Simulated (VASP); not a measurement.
A run of VASP 6.6.1:

INCAR

```
PREC     = Accurate       # precision mode
ENCUT    = 520            # plane-wave cutoff, eV
EDIFF    = 1E-6           # SCF threshold, eV
ISMEAR   = 0              # smearing method
SIGMA    = 0.02           # smearing width, eV
LREAL    = Auto         
LASPH    = T              # aspherical terms in the spheres
NELM     = 80             # most SCF steps
ALGO     = Normal         # electronic algorithm
ISIF     = 2              # what is computed and relaxed
LWAVE    = F              # write WAVECAR
LCHARG   = F              # write CHGCAR
GGA      = PS             # functional
NELECT   = 130.0        
NBANDS   = 86             # bands
```

Contents of KPOINTS:

```
Automatic mesh
0
Gamma
  2 2 2
  0.5 0.5 0.5
```

Contents of POSCAR:

```
Al16P16H
1.0
   -5.4711284545      5.4711284545     -5.4711284545
    5.4711284545     -5.4711284545     -5.4711284545
   -5.4711284545     -5.4711284545      5.4711284545
Al P H
16 16 1
Direct
    0.4971894779      0.2487382651      0.2460926500
    0.2460137815      0.2487333301      0.4972952148
   -0.0032966691      0.2418425213      0.7680472200
    0.7498211812      0.0005973174      0.2644686580
    0.7679901020      0.2417387950     -0.0032204508
    0.5004481293      0.0024577197      0.5005657467
    0.2643267311      0.0006387165      0.7499683172
   -0.0009916601      0.7496114438      0.2442198188
    0.9884714908      1.0232192584      0.9885707391
    0.7540327438      0.7474626184      0.4997780664
    0.4996690395      0.7474813531      0.7541753103
    0.2557169899      0.5052778459      0.2558365265
    0.2440837409      0.7495982838     -0.0008873855
   -0.0010653195      0.4968974906      0.4988543995
    0.7527035847      0.5072247934      0.7528174552
    0.4987707788      0.4968714448     -0.0009710063
    0.4957061459     -0.0010666904      0.2497718727
    0.2496625717     -0.0010599276      0.4958536475
    0.0106083234     -0.0102870003      0.7388300300
    0.7490356942      0.7464855804      0.2495817840
    0.7387725464     -0.0103494189      0.0107671572
    0.5086114360      0.7566662955      0.5087374612
    0.2494722088      0.7465123574      0.7491446297
    0.0034288173      0.5023020430      0.2514917190
   -0.0011605467      0.7642724960     -0.0010161523
    0.7481302137      0.4965246242      0.4980695523
    0.4979909579      0.4965517667      0.7482534973
    0.2488097312      0.2513835147      0.2489204030
    0.2514269243      0.5023419799      0.0035741256
    0.0015300317      0.2516524720      0.5122255899
    0.7450856864      0.2545123938      0.7451960841
    0.5121886688      0.2516667286      0.0016343977
    0.9351403541      1.1764132488      0.9352929734
```

Potentials or basis: VASP PAW PBE potentials, release 64 (Al, P, H).

Command:

```bash
$ cat potpaw_PBE.64/Al/POTCAR potpaw_PBE.64/P/POTCAR potpaw_PBE.64/H/POTCAR > POTCAR
$ mpirun -np 1 vasp_std > vasp.out
```

Hardware: 1 thread of Intel Xeon 8259CL, on a shared host.

How long does it take, and how much memory?

Wall time 13 min on 1 thread of Intel Xeon 8259CL, with other jobs on the host, peak memory 0.74 GiB. Counts: scf iterations 14, k points 4.
